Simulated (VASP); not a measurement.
A run of VASP 6.6.1 is set up as follows.

INCAR

```
ALGO = Normal ; EDIFF = 1E-7
ENCUT = 520 ; GGA = PS
ISIF = 2 ; ISMEAR = 0
LASPH = True ; LCHARG = False
LREAL = False ; LWAVE = False
NBANDS = 27 ; NELM = 100
PREC = Accurate ; SIGMA = 0.05
```

KPOINTS

```
k-points
0
Gamma
  4 4 4
```

Contents of POSCAR:

```
NaVS3
1.0
    4.7600000000      0.0000000000      0.0000000000
    0.0000000000      4.7600000000      0.0000000000
    0.0000000000      0.0000000000      4.7600000000
Na V S
1 1 3
Direct
    0.0000000000      0.0000000000      0.0000000000
    0.5000000000      0.5000000000      0.5000000000
    0.5000000000      0.5000000000      0.0000000000
    0.5000000000      0.0000000000      0.5000000000
    0.0000000000      0.5000000000      0.5000000000
```

Potentials or basis: VASP PAW PBE potentials, release 64 (Na_pv, V_sv, S).

The run is started by

```bash
$ cat potpaw_PBE.64/Na_pv/POTCAR potpaw_PBE.64/V_sv/POTCAR potpaw_PBE.64/S/POTCAR > POTCAR
$ mpirun -np 1 vasp_std > vasp.out
```

Q: Predict the pressure.

A: -7.8 GPa.

Q: Estimate the band gap on the k mesh.

A: Zero (band 19 reaches 3.68 eV, above the bottom of band 20 at 2.72 eV).

Caveat: the PAW data sets were made with another functional, which shifts forces and pressure a little; the run has no spin polarisation, though such a crystal can be magnetic. With open d or f shells a metallic result of PBEsol can be an artefact of self-interaction; +U or a hybrid may open a gap.
